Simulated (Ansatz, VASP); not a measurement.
**One calculation of Si2W, two programs**

```
Si W
1.0
    -1.60577    1.60577    3.90205
     1.60577   -1.60577    3.90205
     1.60577    1.60577   -3.90205
Si W
2 1
Direct
  0.33484 0.33484 0.00000
  0.66516 0.66516 0.00000
  0.00000 0.00000 0.00000
```

Alike in both runs: task single point; functional r2SCAN; k mesh 14 × 14 × 14; occupations gaussian, width 0.05 eV; no spin polarisation; Hubbard terms W d U = 5.0 eV.

|  | VASP | Ansatz |
| --- | --- | --- |
| version | VASP 6.6.1 | Ansatz 0.2.0 |
| potentials or method | VASP PAW PBE potentials, release 64 (Si, W_sv), cutoff 520 eV | scalar-relativistic, plane waves, PAW |
| valence electrons in the cell | 22 | 22 |

Ansatz gave:

| Item | Value |
| --- | --- |
| pressure (GPa) | -0.6 |
| traceless stress, the component that is largest in VASP (GPa) | -1.65 |
| rms of the force components (eV/Å) | 0.162 |

**Question.** Estimate VASP's values.

**Answer.** Pressure (GPa): 5.3; traceless stress, the component that is largest in VASP (GPa): -0.45; rms of the force components (eV/Å): 0.025.

VASP's potentials were made for PBE, not for r2SCAN. The programs project onto different local orbitals, so the same U acts differently, and such runs can settle in different states. Atom by atom the forces differ by 0.137 eV/Å (rms over components). Ansatz's warnings: filled band counts differ across k points.

Spin-orbit coupling is off throughout.
